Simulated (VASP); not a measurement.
# V (P6/mmm) in VASP: a series of runs

The runs below take V through single point, with PBE.

All numbers are computed with VASP 6.6.1; they aren't measurements. Logs are shortened: lines on timing, memory, paths and dates and some standing lists are left out, and cuts for length are marked.

### 1 The cell of the first run

It takes space group P6/mmm (No. 191, hexagonal). The conventional cell has a = 2.252 Å, b = 2.252 Å, c = 2.102 Å, α = 90.00°, β = 90.00°, γ = 120.00°. V (site symmetry 6/mmm) has 8 V at 2.10 to 2.25 Å within 2.8 Å.

This isn't the form of V at room conditions, which is bcc.

### 2 Single point, PBE (9.23 Å³/atom)

The input, POSCAR:

```
V
1.0
    2.2516521979      0.0000000000      0.0000000000
   -1.1258260990      1.9499880039      0.0000000000
    0.0000000000      0.0000000000      2.1021102901
V
1
Direct
    0.0000000000      0.0000000000      0.0000000000
```

The input, INCAR.step1:

```
SYSTEM = V
  PREC = Accurate
  ENCUT = 520
  EDIFF = 1E-6
  ISMEAR = -1
  SIGMA = 0.05
  LREAL = .FALSE.
  LASPH = .TRUE.
  NELM = 100
  ALGO = Normal
  ISIF = 2
  LWAVE = .FALSE.
  LCHARG = .TRUE.
  LMAXMIX = 4
  GGA = PE
  NBANDS = 12
```

The input, KPOINTS.step1:

```
regular mesh
0
G
  17 17 15
  0 0 0
```

The input, INCAR.step2:

```
SYSTEM = V
  PREC = Accurate
  ENCUT = 520
  EDIFF = 1E-6
  ISMEAR = -5
  SIGMA = 0.05
  LREAL = .FALSE.
  LASPH = .TRUE.
  NELM = 100
  ALGO = Normal
  ISIF = 2
  LWAVE = .FALSE.
  LCHARG = .FALSE.
  LMAXMIX = 4
  GGA = PE
  LORBIT = 11
  NEDOS = 1001
  ICHARG = 11
```

The input, KPOINTS.step2:

```
regular mesh
0
G
  26 26 23
  0 0 0
```

Potentials or basis: VASP PAW PBE potentials, release 64 (V_sv).

Launch:

```sh
$ cat potpaw_PBE.64/V_sv/POTCAR > POTCAR
$ cp INCAR.step1 INCAR
$ cp KPOINTS.step1 KPOINTS
$ mpirun -np 1 vasp_std > vasp.out
$ cp INCAR.step2 INCAR
$ cp KPOINTS.step2 KPOINTS
$ mpirun -np 1 vasp_std > vasp.out
```

OUTCAR:

```text
SYSTEM = V
   PREC = Accurate
   ENCUT = 520
   EDIFF = 1E-6
   ISMEAR = -5
   LREAL = .FALSE.
   LASPH = .TRUE.
   NELM = 100
   ISIF = 2
   GGA = PE
   LORBIT = 11
   ICHARG = 11

 ion  position               nearest neighbor table
   1  0.000  0.000  0.000-

  LATTYP: Found a hexagonal cell.
 ALAT       =     2.2516521979
 C/A-ratio  =     0.9335856986

  Lattice vectors:

 A1 = (   2.2516521979,   0.0000000000,   0.0000000000)
 A2 = (  -1.1258260990,   1.9499880039,   0.0000000000)
 A3 = (   0.0000000000,   0.0000000000,   2.1021102901)

Analysis of symmetry for initial positions (statically):
=====================================================================
 Subroutine PRICEL returns:
 Original cell was already a primitive cell.

 Routine SETGRP: Setting up the symmetry group for a
 hexagonal supercell.

 Subroutine GETGRP returns: Found 24 space group operations
 (whereof 24 operations were pure point group operations)
 out of a pool of 24 trial point group operations.

The static configuration has the point symmetry D_6h.

Analysis of symmetry for dynamics (positions and initial velocities):
=====================================================================
 Subroutine PRICEL returns:
 Original cell was already a primitive cell.

 Routine SETGRP: Setting up the symmetry group for a
 hexagonal supercell.

 Subroutine GETGRP returns: Found 24 space group operations
 (whereof 24 operations were pure point group operations)
 out of a pool of 24 trial point group operations.

The dynamic configuration has the point symmetry D_6h.

 Subroutine INISYM returns: Found 24 space group operations
 (whereof 24 operations are pure point group operations),
 and found     1 'primitive' translations

----------------------------------------------------------------------------------------

                                     Primitive cell

  volume of cell :       9.2297

  direct lattice vectors                    reciprocal lattice vectors
     2.251652198  0.000000000  0.000000000     0.444118324  0.256411834  0.000000000
    -1.125826099  1.949988004  0.000000000     0.000000000  0.512823668  0.000000000
     0.000000000  0.000000000  2.102110290     0.000000000  0.000000000  0.475712433

  length of vectors
     2.251652198  2.251652198  2.102110290     0.512823668  0.512823668  0.475712433

  position of ions in fractional coordinates (direct lattice)
     0.000000000  0.000000000  0.000000000

  ion indices of the primitive-cell ions
   primitive index   ion index
                 1           1

----------------------------------------------------------------------------------------

 KPOINTS: regular mesh

Automatic generation of k-mesh.
 Grid dimensions read from file:
 generate k-points for:   26   26   23

 Generating k-lattice:

  Cartesian coordinates                     Fractional coordinates (reciprocal lattice)
     0.017081474  0.009861994  0.000000000     0.038461538  0.000000000  0.000000000
     0.000000000  0.019723987  0.000000000     0.000000000  0.038461538  0.000000000
     0.000000000  0.000000000  0.020683149     0.000000000  0.000000000  0.043478261

  Length of vectors
     0.019723987  0.019723987  0.020683149

  Shift w.r.t. Gamma in fractional coordinates (k-lattice)
     0.000000000  0.000000000  0.000000000

 TETIRR: Found  15509 inequivalent tetrahedra from    93288

 Subroutine IBZKPT returns following result:
 ===========================================

 Found    840 irreducible k-points:

 Following reciprocal coordinates:
            Coordinates               Weight
  0.000000  0.000000  0.000000      1.000000
  0.038462  0.000000  0.000000      6.000000
  0.076923  0.000000  0.000000      6.000000
  0.115385  0.000000  0.000000      6.000000
  0.153846 -0.000000  0.000000      6.000000
  0.192308  0.000000  0.000000      6.000000
[... 16 lines left out ...]
  0.346154  0.038462  0.000000     12.000000
  0.384615  0.038462  0.000000     12.000000
 [... further k-points ...]
   k-points           NKPTS =    840   k-points in BZ     NKDIM =    840   number of bands    NBANDS=     10
   number of dos      NEDOS =   1001   number of ions     NIONS =      1
   total plane-waves  NPLWV =   5184
   dimension x,y,z NGX =    18 NGY =   18 NGZ =   16
   dimension x,y,z NGXF=    36 NGYF=   36 NGZF=   32
   ions per type =               1
   NGX,Y,Z   is equivalent  to a cutoff of  13.29, 13.29, 12.65 a.u.
   NGXF,Y,Z  is equivalent  to a cutoff of  26.58, 26.58, 25.31 a.u.
 SYSTEM =  V
   PREC   = accura    normal or accurate (medium, high low for compatibility)
   ISTART =      0    job   : 0-new  1-cont  2-samecut
   ICHARG =     11    charge: 1-file 2-atom 10-const
   ISPIN  =      1    spin polarized calculation?
   LNONCOLLINEAR =      F non collinear calculations
   LSORBIT =      F    spin-orbit coupling
   LASPH  =      T    aspherical Exc in radial PAW
   ENCUT  =  520.0 eV  38.22 Ry    6.18 a.u.   4.19  4.19  3.91*2*pi/ulx,y,z
   NELM   =    100;   NELMIN=  2; NELMDL=  0     # of ELM steps
   EDIFF  = 0.1E-05   stopping-criterion for ELM
   LREAL  =      F    real-space projection
   EDIFFG = 0.1E-04   stopping-criterion for IOM
   NSW    =      0    number of steps for IOM
   IBRION =     -1    ionic relax: 0-MD 1-quasi-New 2-CG
   NFREE  =      0    steps in history (QN), initial steepest desc. (CG)
   ISIF   =      2    stress and relaxation
   ISYM   =      2    0-nonsym 1-usesym 2-fastsym
   POTIM  = 0.5000    time-step for ionic-motion
   TEBEG  =    0.0;   TEEND  =   0.0 temperature during run
   PSTRESS=    0.0 pullay stress
   NELECT =      13.0000    total number of electrons
   NUPDOWN=      -1.0000    fix difference up-down
   EMIN   =  10.00;   EMAX   =-10.00  energy-range for DOS
   EFERMI =   0.00;   METHOD = LEGACY
   ISMEAR =    -5;   SIGMA  =   0.05  broadening in eV -4-tet -1-fermi 0-gaus
   EFERMI_NEDOS =   21; number of points for ismear=-14 and -15
   IALGO  =     38    algorithm
   IMIX   =      4    mixing-type and parameters
     AMIX     =   0.40;   BMIX     =  1.00
     AMIX_MAG =   1.60;   BMIX_MAG =  1.00
  volume/ion in A,a.u.               =       9.23        62.29
  Fermi-wavevector in a.u.,A,eV,Ry     =   1.835100  3.467836 45.818863  3.367591
  Thomas-Fermi vector in A             =   2.888576
   LORBIT       =     11    0 simple, 1 ext, 2 COOP (PROOUT), +10 PAW based schemes
   GGA     = PE    functional components
   LHFCALC =     F    Hartree Fock is set to
   AEXX    =    0.0000 exact exchange contribution
   IVDW    =     0    specifies the selected vdW correction
   LEPSILON=     F    determine dielectric tensor
   LRPA    =     F    only Hartree local field effects (RPA)
 non-spin polarized calculation
 Fermi weights with tetrahedron method with Bloechl corrections
  energy-cutoff  :      520.00
  volume of cell :        9.23
 maximum number of plane-waves:       258
 NGX is ok and might be reduce to    18

 number of electron      13.0000007 magnetization

 Free energy of the ion-electron system (eV)
  ---------------------------------------------------
  ext. energy  EPLUGINS =         0.00000000
  ---------------------------------------------------
  free energy    TOTEN  =        -6.82441281 eV

  energy without entropy =       -6.82441281  energy(sigma->0) =       -6.82441281

 E-fermi :  15.7622     XC(G=0): -15.0366

 val. band max:       15.8246005712   @ k =   0.3462   0.1538   0.0435
 cond. band min:      15.7300494844   @ k =   0.1538   0.1154   0.4348
 fundamental gap:     -0.0945510868
 Fermi energy:        15.7621536503

 k-point     1 :       0.0000    0.0000    0.0000
  band No.  band energies     occupation
      1     -48.6763      2.00000
      2     -20.5410      2.00000
      3     -20.5410      2.00000
      4     -20.4707      2.00000
      5       8.4990      2.00000
      6      11.5530      2.00000
      7      15.6871      2.00000
      8      15.6871      2.41004
      9      21.2774      0.00000
     10      21.2774      0.00000

 k-point     2 :       0.0385    0.0000    0.0000
  band No.  band energies     occupation
      1     -48.6653      2.00000
      2     -20.5898      2.00000
      3     -20.5512      2.00000
      4     -20.4656      2.00000
      5       8.5809      2.00000
      6      11.5886      2.00000
      7      15.6094      2.00000
      8      15.7539      0.76729
      9      21.2148      0.00000
     10      21.2670      0.00000

 k-point     3 :       0.0769    0.0000    0.0000
  band No.  band energies     occupation
      1     -48.6329      2.00000
      2     -20.7323      2.00000
      3     -20.5810      2.00000
      4     -20.4507      2.00000
      5       8.8197      2.00000
      6      11.6936      2.00000
      7      15.3920      2.00000
      8      15.9522     -0.00329
      9      21.0340      0.00000
     10      21.2367      0.00000

 k-point     4 :       0.1154    0.0000    0.0000
  band No.  band energies     occupation
      1     -48.5805      2.00000
      2     -20.9581      2.00000
      3     -20.6286      2.00000
      4     -20.4267      2.00000
      5       9.1935      2.00000
      6      11.8607      2.00000
      7      15.0807      2.00000
      8      16.2761      0.00000
      9      20.7541      0.00000
     10      21.1883      0.00000
[... 222 lines left out ...]
 k-point    22 :       0.3077    0.0385    0.0000
  band No.  band energies     occupation
      1     -48.0914      2.00000
      2     -22.8365      2.00000
      3     -21.0628      2.00000
      4     -20.2091      2.00000
      5      11.0770      2.00000
      6      12.6865      2.00000
      7      15.7399      1.34172
      8      18.6530      0.00000
      9      19.7419      0.00000
     10      20.7432      0.00000

 k-point    23 :       0.3462    0.0385    0.0000
  band No.  band energies     occupation
      1     -48.0089      2.00000
      2     -23.1235      2.00000
      3     -21.1299      2.00000
      4     -20.1735      2.00000
      5      10.8921      2.00000
      6      12.9637      2.00000
      7      16.4680     -0.17376
      8      18.3598      0.00000
      9      20.4238      0.00000
     10      20.6744      0.00000

 k-point    24 :       0.3846    0.0385    0.0000
  band No.  band energies     occupation
      1     -47.9415      2.00000
      2     -23.3523      2.00000
      3     -21.1834      2.00000
      4     -20.1448      2.00000
      5      10.6988      2.00000
      6      13.2218      2.00000
      7      17.1488      0.00000
      8      18.1303      0.00000
      9      20.6194      0.00000
     10      21.0163      0.00000

 [... further k-points ...]

------------------------ aborting loop because EDIFF is reached ----------------------------------------

  FORCE on cell =-STRESS in cart. coord.  units (eV):
  Direction    XX          YY          ZZ          XY          YZ          ZX
  --------------------------------------------------------------------------------------
  -------------------------------------------------------------------------------------
  Total        8.9824715      8.9824715      8.6506912     -0.0000000     -0.0000000      0.0000000
  in kB     1559.2569303   1559.2569304   1501.6635704     -0.0000000     -0.0000000      0.0000000
  external PRESSURE =    1540.0591437 kB  Pullay stress =       0.0000000 kB

 VOLUME and BASIS-vectors are now :
 -----------------------------------------------------------------------------
  energy-cutoff  :      520.00
  volume of cell :        9.23
      direct lattice vectors                 reciprocal lattice vectors
     2.251652198  0.000000000  0.000000000     0.444118324  0.256411834  0.000000000
    -1.125826099  1.949988004  0.000000000     0.000000000  0.512823668  0.000000000
     0.000000000  0.000000000  2.102110290     0.000000000  0.000000000  0.475712433

 POSITION                                       TOTAL-FORCE (eV/Angst)
 -----------------------------------------------------------------------------------
      0.00000      0.00000      0.00000         0.000000      0.000000      0.000000
 -----------------------------------------------------------------------------------
    total drift:                               -0.000000      0.000000     -0.000000

  FREE ENERGIE OF THE ION-ELECTRON SYSTEM (eV)
  ---------------------------------------------------
  free  energy   TOTEN  =        -6.8244128116 eV

  energy  without entropy=       -6.8244128116  energy(sigma->0) =       -6.82441281

 total charge

# of ion       s       p       d       tot
------------------------------------------
    1        2.465   6.347   3.852  12.663
```

It took 56 s on 1 thread of AMD EPYC 7R13 (Zen 3), shared host; peak memory 0.18 GiB.

Results:

* Valence electrons inside the program's atomic spheres: V 12.66

Caveat: tetrahedron occupations give inexact forces and stress in metals.

(Part 1 of 2 ends here.)
